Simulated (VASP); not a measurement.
# Mg3H8 (P-6m2) in VASP: relaxation of cell and atoms with PBE

Aim: the relaxation of cell and atoms of Mg3H8 with PBE.

All numbers are computed with VASP 6.6.1; they aren't measurements. Logs are shortened: lines on timing, memory, paths and dates and some standing lists are left out, and cuts for length are marked.

## Step 1: The cell of the first run

Symmetry: P-6m2, No. 187, hexagonal system. The conventional cell has a = 4.806 Å, b = 4.806 Å, c = 5.775 Å, α = 90.00°, β = 90.00°, γ = 120.00°. Mg (site symmetry 3m) has 5 H at 1.41 to 1.74 Å within 1.9 Å. Within 3.5 Å of Mg (site symmetry -6m2) lie 18 H at 2.51 to 3.45 Å and 6 Mg at 3.14 Å. Within 1.4 Å of H (site symmetry mm2) lie 1 H at 1.01 Å. Within 1.5 Å of H (site symmetry -6m2) lie 3 H at 1.01 Å and 2 Mg at 1.41 Å. H (site symmetry mm2) has 2 H at 1.17 Å within 1.6 Å. Within 2.0 Å of H (site symmetry -6m2) lie 2 Mg at 1.48 Å.

The cell was generated, and may not be a known phase.

## Step 2: Relaxation of cell and atoms, PBE

INCAR reads:

```
SYSTEM = Mg3H8
PREC = Accurate
ENCUT = 750
EDIFF = 1E-7
ISMEAR = 0
SIGMA = 0.1
LREAL = .FALSE.
LASPH = .TRUE.
NELM = 120
ALGO = Normal
ISIF = 3
LWAVE = .FALSE.
LCHARG = .FALSE.
GGA = PE
IBRION = 2
NSW = 90
EDIFFG = -0.04
GGA_COMPAT = .FALSE.
NELMIN = 4
```

KPOINTS reads:

```
regular mesh
0
G
  6 6 4
  0 0 0
```

POSCAR reads:

```
Mg3H8
1.0
    4.8060284400      0.0000000000      0.0000000000
   -2.4030142200      4.1621427200      0.0000000000
    0.0000000000      0.0000000000      5.7753558800
Mg H
3 8
Direct
    0.3333333300      0.6666666700      0.7445032700
    0.3333333300      0.6666666700      0.2554967300
    0.6666666700      0.3333333300      0.0000000000
    0.4547490800      0.5452509200      0.5000000000
    0.4547490800      0.9094981500      0.5000000000
    0.0905018500      0.5452509200      0.5000000000
    0.3333333300      0.6666666700      0.5000000000
    0.0812519200      0.9187480800      0.0000000000
    0.0812519200      0.1625038400      0.0000000000
    0.8374961600      0.9187480800      0.0000000000
    0.3333333300      0.6666666700      0.0000000000
```

Potentials or basis: VASP PAW PBE potentials, release 64 (Mg_sv, H).

Command:

```console
$ cat potpaw_PBE.64/Mg_sv/POTCAR potpaw_PBE.64/H/POTCAR > POTCAR
$ mpirun -np 1 vasp_std > vasp.out
```

OUTCAR:

```text
SYSTEM = Mg3H8
   PREC = Accurate
   ENCUT = 750
   EDIFF = 1E-7
   ISMEAR = 0
   LREAL = .FALSE.
   LASPH = .TRUE.
   NELM = 120
   ISIF = 3
   GGA = PE
   IBRION = 2
   NSW = 90
   EDIFFG = -0.04
   NELMIN = 4

 ion  position               nearest neighbor table
   1  0.333  0.667  0.745-   7 1.41  11 1.48
   2  0.333  0.667  0.255-   7 1.41  11 1.48
   3  0.667  0.333  0.000-
   4  0.455  0.545  0.500-
   5  0.455  0.909  0.500-
   6  0.091  0.545  0.500-
   7  0.333  0.667  0.500-   1 1.41   2 1.41
   8  0.081  0.919  0.000-
   9  0.081  0.163  0.000-
  10  0.837  0.919  0.000-
  11  0.333  0.667  0.000-   1 1.48   2 1.48

  LATTYP: Found a hexagonal cell.
 ALAT       =     4.8060284400
 C/A-ratio  =     1.2016899093

  Lattice vectors:

 A1 = (   4.8060284400,   0.0000000000,   0.0000000000)
 A2 = (  -2.4030142200,   4.1621427200,   0.0000000000)
 A3 = (   0.0000000000,   0.0000000000,   5.7753558800)

Analysis of symmetry for initial positions (statically):
=====================================================================
 Subroutine PRICEL returns:
 Original cell was already a primitive cell.

 Routine SETGRP: Setting up the symmetry group for a
 hexagonal supercell.

 Subroutine GETGRP returns: Found 12 space group operations
 (whereof 12 operations were pure point group operations)
 out of a pool of 24 trial point group operations.

The static configuration has the point symmetry D_3h.

Analysis of symmetry for dynamics (positions and initial velocities):
=====================================================================
 Subroutine PRICEL returns:
 Original cell was already a primitive cell.

 Routine SETGRP: Setting up the symmetry group for a
 hexagonal supercell.

 Subroutine GETGRP returns: Found 12 space group operations
 (whereof 12 operations were pure point group operations)
 out of a pool of 24 trial point group operations.

The dynamic configuration has the point symmetry D_3h.

 Subroutine INISYM returns: Found 12 space group operations
 (whereof 12 operations are pure point group operations),
 and found     1 'primitive' translations

----------------------------------------------------------------------------------------

                                     Primitive cell

  volume of cell :     115.5266

  direct lattice vectors                    reciprocal lattice vectors
     4.806028440  0.000000000  0.000000000     0.208072010  0.120130431  0.000000000
    -2.403014220  4.162142720  0.000000000     0.000000000  0.240260863  0.000000000
     0.000000000  0.000000000  5.775355880     0.000000000  0.000000000  0.173149503

  length of vectors
     4.806028440  4.806028440  5.775355880     0.240260863  0.240260863  0.173149503

  position of ions in fractional coordinates (direct lattice)
     0.333333330  0.666666670  0.744503270
     0.333333330  0.666666670  0.255496730
     0.666666670  0.333333330  0.000000000
     0.454749080  0.545250920  0.500000000
     0.454749080  0.909498150  0.500000000
     0.090501850  0.545250920  0.500000000
     0.333333330  0.666666670  0.500000000
     0.081251920  0.918748080  0.000000000
     0.081251920  0.162503840  0.000000000
     0.837496160  0.918748080  0.000000000
     0.333333330  0.666666670  0.000000000

  ion indices of the primitive-cell ions
   primitive index   ion index
                 1           1
                 2           2
                 3           3
                 4           4
                 5           5
                 6           6
                 7           7
                 8           8
                 9           9
                10          10
                11          11

----------------------------------------------------------------------------------------

 KPOINTS: regular mesh

Automatic generation of k-mesh.
 Grid dimensions read from file:
 generate k-points for:    6    6    4

 Generating k-lattice:

  Cartesian coordinates                     Fractional coordinates (reciprocal lattice)
     0.034678668  0.020021739  0.000000000     0.166666667  0.000000000  0.000000000
     0.000000000  0.040043477  0.000000000     0.000000000  0.166666667  0.000000000
     0.000000000  0.000000000  0.043287376     0.000000000  0.000000000  0.250000000

  Length of vectors
     0.040043477  0.040043477  0.043287376

  Shift w.r.t. Gamma in fractional coordinates (k-lattice)
     0.000000000  0.000000000  0.000000000

 Subroutine IBZKPT returns following result:
 ===========================================

 Found     21 irreducible k-points:

 Following reciprocal coordinates:
            Coordinates               Weight
  0.000000  0.000000  0.000000      1.000000
  0.166667  0.000000  0.000000      6.000000
  0.333333  0.000000  0.000000      6.000000
  0.500000  0.000000  0.000000      3.000000
  0.166667  0.166667  0.000000      6.000000
  0.333333  0.166667  0.000000     12.000000
[... 13 lines left out ...]
  0.333333  0.166667  0.500000     12.000000
  0.333333  0.333333  0.500000      2.000000
   k-points           NKPTS =     21   k-points in BZ     NKDIM =     21   number of bands    NBANDS=     25
   number of dos      NEDOS =    301   number of ions     NIONS =     11
   total plane-waves  NPLWV = 124416
   dimension x,y,z NGX =    48 NGY =   48 NGZ =   54
   dimension x,y,z NGXF=    96 NGYF=   96 NGZF=  108
   ions per type =               3   8
   NGX,Y,Z   is equivalent  to a cutoff of  16.60, 16.60, 15.54 a.u.
   NGXF,Y,Z  is equivalent  to a cutoff of  33.21, 33.21, 31.09 a.u.
 SYSTEM =  Mg3H8
   PREC   = accura    normal or accurate (medium, high low for compatibility)
   ISTART =      0    job   : 0-new  1-cont  2-samecut
   ICHARG =      2    charge: 1-file 2-atom 10-const
   ISPIN  =      1    spin polarized calculation?
   LNONCOLLINEAR =      F non collinear calculations
   LSORBIT =      F    spin-orbit coupling
   LASPH  =      T    aspherical Exc in radial PAW
   ENCUT  =  750.0 eV  55.12 Ry    7.42 a.u.  10.73 10.73 12.90*2*pi/ulx,y,z
   NELM   =    120;   NELMIN=  4; NELMDL= -5     # of ELM steps
   EDIFF  = 0.1E-06   stopping-criterion for ELM
   LREAL  =      F    real-space projection
   EDIFFG = -.4E-01   stopping-criterion for IOM
   NSW    =     90    number of steps for IOM
   IBRION =      2    ionic relax: 0-MD 1-quasi-New 2-CG
   NFREE  =      1    steps in history (QN), initial steepest desc. (CG)
   ISIF   =      3    stress and relaxation
   ISYM   =      2    0-nonsym 1-usesym 2-fastsym
   POTIM  = 0.5000    time-step for ionic-motion
   TEBEG  =    0.0;   TEEND  =   0.0 temperature during run
   PSTRESS=    0.0 pullay stress
   NELECT =      38.0000    total number of electrons
   NUPDOWN=      -1.0000    fix difference up-down
   EMIN   =  10.00;   EMAX   =-10.00  energy-range for DOS
   EFERMI =   0.00;   METHOD = LEGACY
   ISMEAR =     0;   SIGMA  =   0.10  broadening in eV -4-tet -1-fermi 0-gaus
   EFERMI_NEDOS =   21; number of points for ismear=-14 and -15
   IALGO  =     38    algorithm
   IMIX   =      4    mixing-type and parameters
     AMIX     =   0.40;   BMIX     =  1.00
     AMIX_MAG =   1.60;   BMIX_MAG =  1.00
  volume/ion in A,a.u.               =      10.50        70.87
  Fermi-wavevector in a.u.,A,eV,Ry     =   1.130079  2.135539 17.375698  1.277078
  Thomas-Fermi vector in A             =   2.266774
   LORBIT       =      0    0 simple, 1 ext, 2 COOP (PROOUT), +10 PAW based schemes
   GGA     = PE    functional components
   LHFCALC =     F    Hartree Fock is set to
   AEXX    =    0.0000 exact exchange contribution
   IVDW    =     0    specifies the selected vdW correction
   LEPSILON=     F    determine dielectric tensor
   LRPA    =     F    only Hartree local field effects (RPA)
 conjugate gradient relaxation of ions
 non-spin polarized calculation
 Gauss-broadening in eV      SIGMA  =   0.10
  energy-cutoff  :      750.00
  volume of cell :      115.53
 maximum number of plane-waves:      5414
 NGX is ok and might be reduce to    48
   NGX = 21   NGY = 21   NGZ = 25

--------------------------------------- Ionic step        1  -------------------------------------------

 number of electron      37.9999990 magnetization

 Free energy of the ion-electron system (eV)
  ---------------------------------------------------
  ext. energy  EPLUGINS =         0.00000000
  ---------------------------------------------------
  free energy    TOTEN  =       -20.45993972 eV

  energy without entropy =      -20.43604091  energy(sigma->0) =      -20.44799032

------------------------ aborting loop because EDIFF is reached ----------------------------------------

  FORCE on cell =-STRESS in cart. coord.  units (eV):
  Direction    XX          YY          ZZ          XY          YZ          ZX
  --------------------------------------------------------------------------------------
  -------------------------------------------------------------------------------------
  Total        4.5569293      4.5569293     25.0454469      0.0000000      0.0000000      0.0000000
  in kB       63.1976341     63.1976341    347.3420098      0.0000000      0.0000000      0.0000000
  external PRESSURE =     157.9124260 kB  Pullay stress =       0.0000000 kB
[... 116 lines left out ...]
  FREE ENERGIE OF THE ION-ELECTRON SYSTEM (eV)
  ---------------------------------------------------
  free  energy   TOTEN  =       -22.6557006620 eV

  energy  without entropy=      -22.6304266389  energy(sigma->0) =      -22.64306365

 E-fermi :  -0.0008     XC(G=0):  -7.4753

 val. band max:       -0.1229652481   @ k =   0.5000   0.0000   0.0000
 cond. band min:       0.0333662762   @ k =   0.0000   0.0000   0.5000
 fundamental gap:      0.1563315243
 Fermi energy:        -0.0008271152

 k-point     1 :       0.0000    0.0000    0.0000
  band No.  band energies     occupation
      1     -76.5068      2.00000
      2     -76.3202      2.00000
      3     -76.3199      2.00000
      4     -43.2970      2.00000
      5     -43.2642      2.00000
      6     -43.2642      2.00000
[... 577 lines left out ...]
     24       2.7662      0.00000
     25       2.8172      0.00000

[... ionic steps 4 to 52 ...]

--------------------------------------- Ionic step       53  -------------------------------------------

 number of electron      37.9999948 magnetization

------------------------ aborting loop because EDIFF is reached ----------------------------------------

  FORCE on cell =-STRESS in cart. coord.  units (eV):
  Direction    XX          YY          ZZ          XY          YZ          ZX
  --------------------------------------------------------------------------------------
  -------------------------------------------------------------------------------------
  Total        0.1091227      0.1091227     -0.1786400      0.0000000     -0.0000000      0.0000000
  in kB        1.6546813      1.6546813     -2.7088079      0.0000000     -0.0000000      0.0000000
  external PRESSURE =       0.2001849 kB  Pullay stress =       0.0000000 kB
[... 75 lines left out ...]
  energy  without entropy=      -24.8786304617  energy(sigma->0) =      -24.88423564

--------------------------------------- Ionic step       55  -------------------------------------------

 number of electron      37.9999968 magnetization

 Free energy of the ion-electron system (eV)
  ---------------------------------------------------
  ext. energy  EPLUGINS =         0.00000000
  ---------------------------------------------------
  free energy    TOTEN  =       -24.89087414 eV

  energy without entropy =      -24.87977313  energy(sigma->0) =      -24.88532363

 E-fermi :   1.7702     XC(G=0):  -8.6104

 val. band max:        1.7693673817   @ k =   0.3333   0.1667   0.5000
 cond. band min:       1.7805301973   @ k =   0.3333   0.0000   0.0000
 fundamental gap:      0.0111628156
 Fermi energy:         1.7702179341

 k-point     1 :       0.0000    0.0000    0.0000
  band No.  band energies     occupation
      1     -74.6665      2.00000
      2     -74.6645      2.00000
      3     -74.0721      2.00000
      4     -41.4451      2.00000
      5     -41.4451      2.00000
      6     -41.4449      2.00000
[... 615 lines left out ...]
  FREE ENERGIE OF THE ION-ELECTRON SYSTEM (eV)
  ---------------------------------------------------
  free  energy   TOTEN  =       -24.8908741443 eV

  energy  without entropy=      -24.8797731255  energy(sigma->0) =      -24.88532363

 reached required accuracy - stopping structural energy minimisation
```

Run time: 62 min. Hardware: 1 thread of AMD EPYC 9R45 (Zen 5), shared host; peak memory 0.38 GiB.

What came out:

- Free energy: -24.8909 eV
- Relaxed volume: 9.70 Å³/atom
- Relaxed cell: a = 3.944 Å, b = 3.944 Å, c = 7.918 Å, α = 90.00°, β = 90.00°, γ = 120.00°
- Space group after relaxing (to 0.1 Å): P-6m2 (No. 187)
- Energy gained by relaxing: 402.8 meV/atom
- Ionic steps: 55
- Pressure after relaxing: 0.1 GPa
- Largest force after relaxing: 0.018 eV/Å
- Band gap on the k mesh: zero (bands 19 and 20 overlap by 0.69 eV)

Forces in eV/Å, atoms in the order of the input:
```
Mg   0.000  0.000 -0.018
Mg   0.000  0.000  0.018
Mg   0.000  0.000  0.000
H   -0.014  0.008  0.000
H    0.000 -0.016  0.000
H    0.014  0.008  0.000
H    0.000  0.000  0.000
H    0.004 -0.003  0.000
H    0.000  0.005  0.000
H   -0.004 -0.003  0.000
H    0.000  0.000  0.000
```

The path:
```tsv
step	energy change (eV)	largest force (eV/Å)	pressure (GPa)	volume (Å³)
1	0.0000	3.0120	15.79	115.53
3	-2.1958	3.0858	0.42	138.84
5	-2.7796	0.7982	-1.61	142.49
7	-2.8376	0.1710	-2.46	145.44
9	-3.0734	0.2575	-1.28	135.12
11	-3.0998	0.4945	-0.50	130.33
13	-3.2735	0.5339	-0.45	117.70
15	-3.3511	0.5237	0.18	111.07
17	-3.4910	1.3911	9.96	89.89
19	-3.6136	0.9846	7.40	92.63
21	-3.6471	0.8010	6.01	94.46
23	-3.6800	0.9884	7.15	92.92
25	-3.8648	0.6360	4.66	95.89
27	-4.0189	0.0987	0.23	102.33
29	-4.0455	0.0640	0.34	102.93
31	-4.0504	0.1226	0.47	103.40
33	-4.0790	0.2866	-0.37	105.85
35	-4.0884	0.3157	-1.05	108.21
37	-4.0992	0.3593	-1.19	108.85
39	-4.1533	0.6251	-1.57	111.79
41	-4.1752	0.7645	-1.61	113.14
43	-4.1813	0.8351	-1.57	113.94
45	-4.2054	0.8753	-1.31	114.89
47	-4.2624	0.7032	-1.26	114.17
49	-4.4000	0.1257	-0.71	110.97
51	-4.4105	0.1565	-0.49	109.88
53	-4.4252	0.1415	0.02	105.66
55	-4.4309	0.0177	0.07	106.67
```

Final structure:
```yaml
crystal:
  lattice:
    - [3.94397, 0.00000, 0.00000]
    - [-1.97199, 3.41558, 0.00000]
    - [0.00000, 0.00000, 7.91848]
  atoms:
    - { symbol: Mg, position: [0.33333, 0.66667, 0.74116] }
    - { symbol: Mg, position: [0.33333, 0.66667, 0.25884] }
    - { symbol: Mg, position: [0.66667, 0.33333, 0.00000] }
    - { symbol: H, position: [0.58090, 0.41910, 0.50000] }
    - { symbol: H, position: [0.58090, 0.16180, 0.50000] }
    - { symbol: H, position: [0.83820, 0.41910, 0.50000] }
    - { symbol: H, position: [0.33333, 0.66667, 0.50000] }
    - { symbol: H, position: [0.16245, 0.83755, 0.00000] }
    - { symbol: H, position: [0.16245, 0.32491, 0.00000] }
    - { symbol: H, position: [0.67509, 0.83755, 0.00000] }
    - { symbol: H, position: [0.33333, 0.66667, 0.00000] }
```

Caveat: a cell axis changed by over 15 % at a fixed basis, so the end point is rough.
